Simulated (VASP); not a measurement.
Wanted: the native input for a VASP 6.6.1 run.

```
Task                   : single point
Functional             : LDA
Potentials or basis    : VASP PAW LDA potentials, release 64 (Ge_d)
Cutoff                 : 520 eV
k mesh                 : 9 × 9 × 13
Occupations            : fermi-dirac, width 0.1 eV
Spin                   : no spin polarisation
Dipole correction      : no
Further INCAR settings : ALGO = Normal; EDIFF = 1e-06; NBANDS = 28
```

The structure of Ge lies in POSCAR:

```
Ge
1.0
    4.6633349703      0.0000000000      0.0000000000
   -2.3316674852      4.0385665507      0.0000000000
    0.0000000000      0.0000000000      2.6348466802
Ge
3
Direct
    1.0000000000      0.0000000000      1.0000000000
    0.3333333333      0.6666666667      0.5000000000
    0.6666666667      0.3333333333      0.5000000000
```

This cell differs from its parent crystal: volume scaled by 0.92.

These files were run (other wordings do the same):

INCAR

```
SYSTEM = Ge
PREC = Accurate
ENCUT = 520
EDIFF = 1E-6
ISMEAR = -1
SIGMA = 0.1
LREAL = .FALSE.
LASPH = .TRUE.
NELM = 100
ALGO = Normal
ISIF = 2
LWAVE = .FALSE.
LCHARG = .FALSE.
GGA = CA
NBANDS = 28
```

KPOINTS

```
Automatic mesh
0
G
  9 9 13
  0 0 0
```

Potentials or basis: VASP PAW LDA potentials, release 64 (Ge_d).

The run is started by

```console
$ cat potpaw_LDA.64/Ge_d/POTCAR > POTCAR
$ mpirun -np 1 vasp_std > vasp.out
```

Results of the run:

```yaml
Pressure: 7.9 GPa
Band_gap_on_the_k_mesh: zero (band 21 reaches 10.50 eV, above the bottom of band 22 at 4.18 eV)
```

Run time: 58 s on 1 thread of Intel(R) Xeon(R) Platinum 8259CL CPU @ 2.50GHz (Skylake/Cascade Lake) (shared host), peak memory 0.2 GiB.
